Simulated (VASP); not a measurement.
# Mg3SnO (Pm-3m) in VASP: settings compared, part 2 of 2

VASP 6.6.1. Earlier steps stand in the parts before.

**3. Single point, PBE**

This run uses another cell than the first one, of 16.91 Å³/atom, 1.031 times its volume.

The input, INCAR:

```
SYSTEM = Mg3SnO
PREC = Accurate
ENCUT = 520
EDIFF = 1E-6
ISMEAR = -1
SIGMA = 0.02
LREAL = .FALSE.
LASPH = .TRUE.
NELM = 100
ALGO = Normal
ISIF = 2
LWAVE = .FALSE.
LCHARG = .FALSE.
GGA = PE
NBANDS = 21
```

The input, KPOINTS:

```
regular mesh
0
G
  6 6 6
  0 0 0
```

The input, POSCAR:

```
Mg3SnO
1.0
    4.3888062176      0.0000000000      0.0000000000
    0.0000000000      4.3888062176      0.0000000000
    0.0000000000      0.0000000000      4.3888062176
Sn O Mg
1 1 3
Direct
    0.0000000000      0.0000000000      0.0000000000
    0.5000000000      0.5000000000      0.5000000000
    0.5000000000      0.5000000000      0.0000000000
    0.5000000000      0.0000000000      0.5000000000
    0.0000000000      0.5000000000      0.5000000000
```

Potentials or basis: VASP PAW PBE potentials, release 64 (Sn_d, O, Mg).

Run with:

```console
$ cat potpaw_PBE.64/Sn_d/POTCAR potpaw_PBE.64/O/POTCAR potpaw_PBE.64/Mg/POTCAR > POTCAR
$ mpirun -np 1 vasp_std > vasp.out
```

OUTCAR:

```text
SYSTEM = Mg3SnO
   PREC = Accurate
   ENCUT = 520
   EDIFF = 1E-6
   ISMEAR = -1
   LREAL = .FALSE.
   LASPH = .TRUE.
   NELM = 100
   ISIF = 2
   GGA = PE

 ion  position               nearest neighbor table
   1  0.000  0.000  0.000-   3 3.10   4 3.10   5 3.10   4 3.10   5 3.10   3 3.10   5 3.10   5 3.10
                             3 3.10   4 3.10   4 3.10   3 3.10
   2  0.500  0.500  0.500-   3 2.19   4 2.19   5 2.19   3 2.19   4 2.19   5 2.19
   3  0.500  0.500  0.000-   2 2.19   2 2.19   4 3.10   5 3.10   1 3.10   4 3.10   5 3.10   1 3.10
                             4 3.10   4 3.10   1 3.10   5 3.10   5 3.10   1 3.10
   4  0.500  0.000  0.500-   2 2.19   2 2.19   3 3.10   5 3.10   1 3.10   3 3.10   1 3.10   3 3.10
                             5 3.10   3 3.10   1 3.10   5 3.10   1 3.10   5 3.10
   5  0.000  0.500  0.500-   2 2.19   2 2.19   3 3.10   4 3.10   1 3.10   3 3.10   1 3.10   4 3.10
                             1 3.10   1 3.10   3 3.10   4 3.10   3 3.10   4 3.10

  LATTYP: Found a simple cubic cell.
 ALAT       =     4.3888062176

  Lattice vectors:

 A1 = (   4.3888062176,   0.0000000000,   0.0000000000)
 A2 = (   0.0000000000,   4.3888062176,   0.0000000000)
 A3 = (   0.0000000000,   0.0000000000,   4.3888062176)

Analysis of symmetry for initial positions (statically):
=====================================================================
 Subroutine PRICEL returns:
 Original cell was already a primitive cell.

 Routine SETGRP: Setting up the symmetry group for a
 simple cubic supercell.

 Subroutine GETGRP returns: Found 48 space group operations
 (whereof 48 operations were pure point group operations)
 out of a pool of 48 trial point group operations.

The static configuration has the point symmetry O_h .

Analysis of symmetry for dynamics (positions and initial velocities):
=====================================================================
 Subroutine PRICEL returns:
 Original cell was already a primitive cell.

 Routine SETGRP: Setting up the symmetry group for a
 simple cubic supercell.

 Subroutine GETGRP returns: Found 48 space group operations
 (whereof 48 operations were pure point group operations)
 out of a pool of 48 trial point group operations.

The dynamic configuration has the point symmetry O_h .

 Subroutine INISYM returns: Found 48 space group operations
 (whereof 48 operations are pure point group operations),
 and found     1 'primitive' translations

----------------------------------------------------------------------------------------

                                     Primitive cell

  volume of cell :      84.5355

  direct lattice vectors                    reciprocal lattice vectors
     4.388806218  0.000000000  0.000000000     0.227852393  0.000000000  0.000000000
     0.000000000  4.388806218  0.000000000     0.000000000  0.227852393  0.000000000
     0.000000000  0.000000000  4.388806218     0.000000000  0.000000000  0.227852393

  length of vectors
     4.388806218  4.388806218  4.388806218     0.227852393  0.227852393  0.227852393

  position of ions in fractional coordinates (direct lattice)
     0.000000000  0.000000000  0.000000000
     0.500000000  0.500000000  0.500000000
     0.500000000  0.500000000  0.000000000
     0.500000000  0.000000000  0.500000000
[... 34 lines left out ...]
 Found     20 irreducible k-points:

 Following reciprocal coordinates:
            Coordinates               Weight
  0.000000  0.000000  0.000000      1.000000
  0.166667  0.000000  0.000000      6.000000
  0.333333  0.000000  0.000000      6.000000
  0.500000  0.000000  0.000000      3.000000
  0.166667  0.166667  0.000000     12.000000
  0.333333  0.166667  0.000000     24.000000
[... 12 lines left out ...]
  0.500000  0.500000  0.333333      6.000000
  0.500000  0.500000  0.500000      1.000000
   k-points           NKPTS =     20   k-points in BZ     NKDIM =     20   number of bands    NBANDS=     21
   number of dos      NEDOS =    301   number of ions     NIONS =      5
   total plane-waves  NPLWV =  46656
   dimension x,y,z NGX =    36 NGY =   36 NGZ =   36
   dimension x,y,z NGXF=    72 NGYF=   72 NGZF=   72
   ions per type =               1   1   3
   NGX,Y,Z   is equivalent  to a cutoff of  13.64, 13.64, 13.64 a.u.
   NGXF,Y,Z  is equivalent  to a cutoff of  27.27, 27.27, 27.27 a.u.
 SYSTEM =  Mg3SnO
   PREC   = accura    normal or accurate (medium, high low for compatibility)
   ISTART =      0    job   : 0-new  1-cont  2-samecut
   ICHARG =      2    charge: 1-file 2-atom 10-const
   ISPIN  =      1    spin polarized calculation?
   LNONCOLLINEAR =      F non collinear calculations
   LSORBIT =      F    spin-orbit coupling
   LASPH  =      T    aspherical Exc in radial PAW
   ENCUT  =  520.0 eV  38.22 Ry    6.18 a.u.   8.16  8.16  8.16*2*pi/ulx,y,z
   NELM   =    100;   NELMIN=  2; NELMDL= -5     # of ELM steps
   EDIFF  = 0.1E-05   stopping-criterion for ELM
   LREAL  =      F    real-space projection
   EDIFFG = 0.1E-04   stopping-criterion for IOM
   NSW    =      0    number of steps for IOM
   IBRION =     -1    ionic relax: 0-MD 1-quasi-New 2-CG
   NFREE  =      0    steps in history (QN), initial steepest desc. (CG)
   ISIF   =      2    stress and relaxation
   ISYM   =      2    0-nonsym 1-usesym 2-fastsym
   POTIM  = 0.5000    time-step for ionic-motion
   TEBEG  =    0.0;   TEEND  =   0.0 temperature during run
   PSTRESS=    0.0 pullay stress
   NELECT =      26.0000    total number of electrons
   NUPDOWN=      -1.0000    fix difference up-down
   EMIN   =  10.00;   EMAX   =-10.00  energy-range for DOS
   EFERMI =   0.00;   METHOD = LEGACY
   ISMEAR =    -1;   SIGMA  =   0.02  broadening in eV -4-tet -1-fermi 0-gaus
   EFERMI_NEDOS =   21; number of points for ismear=-14 and -15
   IALGO  =     38    algorithm
   IMIX   =      4    mixing-type and parameters
     AMIX     =   0.40;   BMIX     =  1.00
     AMIX_MAG =   1.60;   BMIX_MAG =  1.00
  volume/ion in A,a.u.               =      16.91       114.09
  Fermi-wavevector in a.u.,A,eV,Ry     =   1.105061  2.088262 16.614885  1.221160
  Thomas-Fermi vector in A             =   2.241543
   LORBIT       =      0    0 simple, 1 ext, 2 COOP (PROOUT), +10 PAW based schemes
   GGA     = PE    functional components
   LHFCALC =     F    Hartree Fock is set to
   AEXX    =    0.0000 exact exchange contribution
   IVDW    =     0    specifies the selected vdW correction
   LEPSILON=     F    determine dielectric tensor
   LRPA    =     F    only Hartree local field effects (RPA)
 non-spin polarized calculation
  energy-cutoff  :      520.00
  volume of cell :       84.54
 maximum number of plane-waves:      2301
 NGX is ok and might be reduce to    36
   NGX = 17   NGY = 17   NGZ = 17

 number of electron      25.9999988 magnetization

 Free energy of the ion-electron system (eV)
  ---------------------------------------------------
  ext. energy  EPLUGINS =         0.00000000
  ---------------------------------------------------
  free energy    TOTEN  =       -18.50763171 eV

  energy without entropy =      -18.50602972  energy(sigma->0) =      -18.50683071

 E-fermi :   6.0471     XC(G=0):  -9.9149

 val. band max:        5.8530093092   @ k =   0.3333   0.3333   0.0000
 cond. band min:       6.0474041746   @ k =   0.5000   0.3333   0.0000
 fundamental gap:      0.1943948655
 Fermi energy:         6.0470740747

 k-point     1 :       0.0000    0.0000    0.0000
  band No.  band energies     occupation
      1     -14.8095      2.00000
      2     -14.8095      2.00000
      3     -14.8095      2.00000
      4     -14.8089      2.00000
      5     -14.8089      2.00000
      6     -13.6294      2.00000
[... 469 lines left out ...]
     20      15.9162      0.00000
     21      17.1455      0.00000

------------------------ aborting loop because EDIFF is reached ----------------------------------------

  FORCE on cell =-STRESS in cart. coord.  units (eV):
  Direction    XX          YY          ZZ          XY          YZ          ZX
  --------------------------------------------------------------------------------------
  -------------------------------------------------------------------------------------
  Total       -0.1595313     -0.1595313     -0.1595313      0.0000000      0.0000000     -0.0000000
  in kB       -3.0235513     -3.0235513     -3.0235513      0.0000000      0.0000000     -0.0000000
  external PRESSURE =      -3.0235513 kB  Pullay stress =       0.0000000 kB

 VOLUME and BASIS-vectors are now :
 -----------------------------------------------------------------------------
  energy-cutoff  :      520.00
  volume of cell :       84.54
      direct lattice vectors                 reciprocal lattice vectors
     4.388806218  0.000000000  0.000000000     0.227852393  0.000000000  0.000000000
     0.000000000  4.388806218  0.000000000     0.000000000  0.227852393  0.000000000
     0.000000000  0.000000000  4.388806218     0.000000000  0.000000000  0.227852393

 POSITION                                       TOTAL-FORCE (eV/Angst)
 -----------------------------------------------------------------------------------
      0.00000      0.00000      0.00000         0.000000      0.000000      0.000000
      2.19440      2.19440      2.19440         0.000000      0.000000      0.000000
      2.19440      2.19440      0.00000         0.000000      0.000000      0.000000
      2.19440      0.00000      2.19440         0.000000      0.000000      0.000000
      0.00000      2.19440      2.19440         0.000000      0.000000      0.000000
 -----------------------------------------------------------------------------------
    total drift:                                0.000000      0.000000      0.000000

  FREE ENERGIE OF THE ION-ELECTRON SYSTEM (eV)
  ---------------------------------------------------
  free  energy   TOTEN  =       -18.5076317065 eV

  energy  without entropy=      -18.5060297178  energy(sigma->0) =      -18.50683071
```

OSZICAR:

```text
N       E                     dE             d eps       ncg     rms          rms(c)
DAV:   1     0.185090384174E+03    0.18509E+03   -0.11760E+04   871   0.134E+03
DAV:   2     0.338765987889E+01   -0.18170E+03   -0.17217E+03   898   0.372E+02
DAV:   3    -0.199056850363E+02   -0.23293E+02   -0.22937E+02   970   0.111E+02
DAV:   4    -0.206840559555E+02   -0.77837E+00   -0.77746E+00  1021   0.216E+01
DAV:   5    -0.207038375922E+02   -0.19782E-01   -0.19780E-01  1078   0.351E+00    0.849E+00
DAV:   6    -0.186214233608E+02    0.20824E+01   -0.10137E+01   935   0.171E+01    0.364E+00
DAV:   7    -0.185655954131E+02    0.55828E-01   -0.11043E+00   900   0.557E+00    0.205E+00
DAV:   8    -0.185317331034E+02    0.33862E-01   -0.45010E-01   988   0.409E+00    0.112E+00
DAV:   9    -0.185068073165E+02    0.24926E-01   -0.14047E-01  1028   0.239E+00    0.272E-01
DAV:  10    -0.185087839675E+02   -0.19767E-02   -0.18520E-02   996   0.832E-01    0.255E-01
DAV:  11    -0.185076204917E+02    0.11635E-02   -0.75914E-03  1126   0.461E-01    0.417E-02
DAV:  12    -0.185076270768E+02   -0.65851E-05   -0.67994E-04   928   0.169E-01    0.132E-02
DAV:  13    -0.185076351549E+02   -0.80781E-05   -0.92094E-05  1013   0.500E-02    0.141E-02
DAV:  14    -0.185076316600E+02    0.34948E-05   -0.28056E-05   998   0.332E-02    0.355E-03
DAV:  15    -0.185076317065E+02   -0.46482E-07   -0.25802E-06   843   0.946E-03
   1 F= -.18507632E+02 E0= -.18506831E+02  d E =-.160199E-02
```

stdout:

```text
POSCAR found type information on POSCAR SnO Mg
 POSCAR found :  3 types and       5 ions
 scaLAPACK will be used
 LDA part: xc-table for (Slater+PW92), standard interpolation
 POSCAR, INCAR and KPOINTS ok, starting setup
 FFT: planning ... GRIDC
 FFT: planning ... GRID_SOFT
 FFT: planning ... GRID
 WAVECAR not read
 entering main loop
```

Wall time 59 s (1 thread of Intel Xeon Platinum 8488C (Sapphire Rapids), shared host); peak memory 0.22 GiB.

What came out:

```
Free energy            : -18.5076 eV
Pressure               : -0.3 GPa
Band gap on the k mesh : zero (band 13 reaches 6.05 eV, above the bottom of band 14 at 5.65 eV)
```

Levels at points of the mesh, in eV from the Fermi level:
| k point | band 10 | band 11 | band 12 | band 13 | band 14 | band 15 | band 16 | band 17 |
| --- | --- | --- | --- | --- | --- | --- | --- | --- |
| (0.00, 0.00, 0.00) | -5.82 | -0.52 | -0.52 | -0.52 | 0.41 | 0.41 | 1.42 | 5.80 |
| (0.50, 0.00, 0.00) | -5.12 | -4.98 | -0.69 | -0.69 | 1.66 | 2.80 | 3.09 | 3.66 |
| (0.50, 0.50, 0.00) | -5.57 | -2.67 | -2.67 | -0.83 | 0.39 | 2.40 | 2.79 | 2.79 |
| (0.50, 0.50, 0.50) | -6.26 | -3.54 | -3.54 | -3.54 | 1.34 | 1.34 | 1.34 | 3.40 |

Caveat: spin-orbit coupling is left out, which moves the levels of the heavy elements.

**4. Single point, PBE (volume changed by +3%)**

The input, INCAR:

```
SYSTEM = Mg3SnO
  PREC = Accurate
  ENCUT = 520
  EDIFF = 1E-6
  ISMEAR = -1
  SIGMA = 0.02
  LREAL = .FALSE.
  LASPH = .TRUE.
  NELM = 60
  ALGO = Normal
  ISIF = 2
  LWAVE = .FALSE.
  LCHARG = .FALSE.
  GGA = PE
  NBANDS = 21
```

The input, KPOINTS:

```
Automatic mesh
0
G
  6 6 6
  0 0 0
```

Edit POSCAR of step 3 so:

```diff
@@ -2,5 +2,5 @@
 1.0
-    4.3888062176      0.0000000000      0.0000000000
-    0.0000000000      4.3888062176      0.0000000000
-    0.0000000000      0.0000000000      4.3888062176
+    4.4322625707      0.0000000000      0.0000000000
+    0.0000000000      4.4322625707      0.0000000000
+    0.0000000000      0.0000000000      4.4322625707
 Sn O Mg
```

Run with:

```console
$ cat potpaw_PBE.64/Sn_d/POTCAR potpaw_PBE.64/O/POTCAR potpaw_PBE.64/Mg/POTCAR > POTCAR
$ mpirun -np 1 vasp_std > vasp.out
```

It took 82 s on 1 thread of Intel Xeon Platinum 8488C (Sapphire Rapids), shared host; peak memory 0.22 GiB.

The run converged. Its results:

```yaml
Free_energy: -18.4880 eV
Pressure: -2.2 GPa
Band_gap_on_the_k_mesh: zero (band 13 reaches 5.80 eV, above the bottom of band 14 at 5.34 eV)
```

Levels at points of the mesh, in eV from the Fermi level:
```tsv
k point	band 10	band 11	band 12	band 13	band 14	band 15	band 16	band 17
(0.00, 0.00, 0.00)	-5.69	-0.52	-0.52	-0.52	0.40	0.40	1.18	5.75
(0.50, 0.00, 0.00)	-5.04	-4.90	-0.66	-0.66	1.66	2.62	2.95	3.58
(0.50, 0.50, 0.00)	-5.44	-2.61	-2.61	-0.88	0.38	2.30	2.75	2.75
(0.50, 0.50, 0.50)	-6.12	-3.45	-3.45	-3.45	1.28	1.28	1.28	3.27
```

Caveat: the cell differs from its parent crystal (volume changed by +3%); spin-orbit coupling is left out, which moves the levels of the heavy elements.

**5. Single point, PBE (volume changed by +6%)**

The input, INCAR:

```
SYSTEM = Mg3SnO
ALGO     = Normal         ! electronic algorithm
EDIFF    = 1E-6           ! SCF threshold, eV
ENCUT    = 520            ! plane-wave cutoff, eV
GGA      = PE             ! functional
ISIF     = 2              ! what is computed and relaxed
ISMEAR   = -1             ! smearing method
LASPH    = .TRUE.         ! aspherical terms in the spheres
LCHARG   = .FALSE.        ! write CHGCAR
LREAL    = .FALSE.        ! projectors in reciprocal space
LWAVE    = .FALSE.        ! write WAVECAR
NBANDS   = 21             ! bands
NELM     = 60             ! most SCF steps
PREC     = Accurate       ! precision mode
SIGMA    = 0.02           ! smearing width, eV
```

The input, KPOINTS:

```
k-points
0
G
  6 6 6
  0 0 0
```

Edit POSCAR of step 4 so:

```diff
@@ -2,5 +2,5 @@
 1.0
-    4.4322625707      0.0000000000      0.0000000000
-    0.0000000000      4.4322625707      0.0000000000
-    0.0000000000      0.0000000000      4.4322625707
+    4.4748830946      0.0000000000      0.0000000000
+    0.0000000000      4.4748830946      0.0000000000
+    0.0000000000      0.0000000000      4.4748830946
 Sn O Mg
```

Run with:

```console
$ cat potpaw_PBE.64/Sn_d/POTCAR potpaw_PBE.64/O/POTCAR potpaw_PBE.64/Mg/POTCAR > POTCAR
$ mpirun -np 1 vasp_std > vasp.out
```

Run time: 80 s. Hardware: 1 thread of Intel Xeon Platinum 8488C (Sapphire Rapids), shared host; peak memory 0.22 GiB.

It converged, with:

* Free energy: -18.4405 eV
* Pressure: -3.9 GPa
* Band gap on the k mesh: zero (band 13 reaches 5.56 eV, above the bottom of band 14 at 5.06 eV)

Levels at points of the mesh, in eV from the Fermi level:
| k point | band 11 | band 12 | band 13 | band 14 | band 15 | band 16 |
| --- | --- | --- | --- | --- | --- | --- |
| (0.00, 0.00, 0.00) | -0.50 | -0.50 | -0.50 | 0.40 | 0.40 | 0.98 |
| (0.50, 0.00, 0.00) | -4.81 | -0.63 | -0.63 | 1.68 | 2.47 | 2.85 |
| (0.50, 0.50, 0.00) | -2.53 | -2.53 | -0.91 | 0.39 | 2.23 | 2.74 |
| (0.50, 0.50, 0.50) | -3.35 | -3.35 | -3.35 | 1.23 | 1.23 | 1.23 |

Caveat: the cell differs from its parent crystal (volume changed by +6%); spin-orbit coupling is left out, which moves the levels of the heavy elements.

**6. Single point, r2SCAN (volume changed by -6%)**

Edit POSCAR of step 5 so:

```diff
@@ -2,5 +2,5 @@
 1.0
-    4.4748830946      0.0000000000      0.0000000000
-    0.0000000000      4.4748830946      0.0000000000
-    0.0000000000      0.0000000000      4.4748830946
+    4.2564285584      0.0000000000      0.0000000000
+    0.0000000000      4.2564285584      0.0000000000
+    0.0000000000      0.0000000000      4.2564285584
 Sn O Mg
```

The input, INCAR.step1:

```
SYSTEM = Mg3SnO
ALGO = Normal
EDIFF = 1E-4
ENCUT = 520
GGA = PE
ISMEAR = -1
LASPH = .True.
LCHARG = .False.
LREAL = .False.
LWAVE = .True.
NBANDS = 21
NELM = 80
PREC = Accurate
SIGMA = 0.02
```

The input, INCAR.step2:

```
SYSTEM = Mg3SnO
ALGO = Normal
EDIFF = 1E-7
ENCUT = 520
ISIF = 2
ISMEAR = -1
ISTART = 1
LASPH = .True.
LCHARG = .True.
LELF = .True.
LMIXTAU = .True.
LREAL = .False.
LVHAR = .True.
LWAVE = .False.
METAGGA = R2SCAN
NBANDS = 21
NELM = 80
PREC = Accurate
SIGMA = 0.02
```

The input, KPOINTS:

```
k-points
0
Gamma
  6 6 6
  0 0 0
```

Potentials or basis: VASP PAW PBE potentials, release 64 (Sn_d, O, Mg).

Run with:

```console
$ cat potpaw_PBE.64/Sn_d/POTCAR potpaw_PBE.64/O/POTCAR potpaw_PBE.64/Mg/POTCAR > POTCAR
$ cp INCAR.step1 INCAR
$ mpirun -np 1 vasp_std > vasp.out
$ cp INCAR.step2 INCAR
$ mpirun -np 1 vasp_std > vasp.out
```

Wall time 2.5 min (1 thread of Intel Xeon Platinum 8488C (Sapphire Rapids), shared host); peak memory 0.2 GiB.

It converged, with:

```yaml
Free_energy: -48.8722 eV
Pressure: 4.9 GPa
Band_gap_on_the_k_mesh: 0.13 eV, indirect (least direct gap 0.63 eV)
```

Levels at points of the mesh, in eV from the valence-band top:
```
           k point  band 11  band 12  band 13  band 14  band 15  band 16
(0.00, 0.00, 0.00)    -0.53    -0.53    -0.53     0.72     0.72     2.93
(0.50, 0.00, 0.00)    -5.39    -0.76    -0.76     1.85     3.98     4.23
(0.50, 0.50, 0.00)    -3.07    -3.07    -0.30     0.41     3.14     3.28
(0.50, 0.50, 0.50)    -4.02    -4.02    -4.02     1.91     1.91     1.91
```

Caveat: the cell differs from its parent crystal (volume changed by -6%); the PAW data sets were made with another functional, which shifts forces and pressure a little; spin-orbit coupling is left out, which moves the levels of the heavy elements.

**7. Summary**

```tsv
level	cell	gap on the mesh (eV)	pressure (GPa)
PBE	a = 4.344 Å, 5 atoms	none	2.0
PBE	a = 4.389 Å, 5 atoms	none	-0.3
PBE	a = 4.432 Å, 5 atoms	none	-2.2
PBE	a = 4.475 Å, 5 atoms	none	-3.9
r2SCAN	a = 4.256 Å, 5 atoms	0.13	4.9
```

Alike in all rows: task single point; potentials or basis VASP PAW PBE potentials, release 64 (Sn_d, O, Mg); no spin polarisation; k mesh 6 × 6 × 6; cutoff (eV) 520; smearing fermi-dirac 0.02 eV.

Caveats: spin-orbit coupling is left out, which moves the levels of the heavy elements; the PAW data sets were made with another functional, which shifts forces and pressure a little (some runs).

Total energies depend on the potentials used, so only differences within one code and one set of settings carry meaning.
